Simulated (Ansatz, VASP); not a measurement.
AlSn in VASP and in Ansatz

```
Sn Al
1.0
     4.19811    0.00000    0.00000
    -2.09905    3.63567    0.00000
     0.00000    0.00000    3.30685
Sn Al
1 1
Cartesian
  0.0000 2.4238 1.6534
  0.0000 0.0000 0.0000
```

Alike in both runs: functional LDA; k mesh 5 × 5 × 6; occupations fermi-dirac, width 0.05 eV; non-collinear spin, spin-orbit coupling.

|  | VASP | Ansatz |
| --- | --- | --- |
| version | VASP 6.6.1 | Ansatz 0.2.0 |
| potentials or method | VASP PAW LDA potentials, release 64 (Sn_d, Al) | Ansatz PAW |
| plane-wave cutoff (eV) | 520 | 420 |
| valence electrons in the cell | 17 | 17 |
| task | single point | band structure |

```csv
,VASP,Ansatz,Ansatz less VASP
pressure (GPa),-3.2,-3.3,-0.06
"traceless stress, the component that is largest in VASP (GPa)",-1.01,-1.07,-0.052
net moment per atom (μB),0.00,0.00,0.000
```

LDA's correlation is that of Perdew and Zunger in VASP and of Perdew and Wang (1992) in Ansatz.
